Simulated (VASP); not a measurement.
A run of VASP 6.6.1:

The input INCAR:

```
SYSTEM = ZrC
ALGO = Normal
EDIFF = 1E-6
EDIFFG = -0.025
ENCUT = 600
GGA = PE
IBRION = 2
ISIF = 3
ISMEAR = 0
LASPH = .TRUE.
LCHARG = .FALSE.
LREAL = .FALSE.
LWAVE = .FALSE.
NELM = 60
NSW = 80
PREC = Accurate
SIGMA = 0.1
```

Contents of KPOINTS:

```
k-points
0
G
  4 2 2
  0 0 0
```

File POSCAR:

```
ZrC
1.0
   -2.5670686104      0.0014694903     -2.5490932461
   -2.4587645240     -4.9629298587      2.4437281403
   -2.6483747932      5.1496011473      2.6274604483
Zr C
4 4
Direct
    0.0020038103      0.7447902276      0.2350428572
    0.4722959147      0.2558439620      0.2597692129
    0.4809970258      0.7561969448      0.7622981138
    0.0074142849      0.2648172426      0.7423346498
    0.5042623079      0.8843643730      0.1046990998
    0.0554978451      0.3746994705      0.1421606877
    0.0249970496      0.8508615081      0.6265354392
    0.4525317617      0.3684262714      0.6271599396
```

Potentials or basis: VASP PAW PBE potentials, release 64 (Zr_sv, C).

Run with:

```bash
$ cat potpaw_PBE.64/Zr_sv/POTCAR potpaw_PBE.64/C/POTCAR > POTCAR
$ mpirun -np 1 vasp_std > vasp.out
```

Hardware: 1 thread of AMD EPYC 9R45 96-Core Processor (Zen 5) (shared host).

Estimate the wall time of this run.

Run time: 8 min on 1 thread of AMD EPYC 9R45 96-Core Processor (Zen 5) (shared host), peak memory 0.27 GiB. Counts: scf iterations 155, k points 12, ion steps 20.
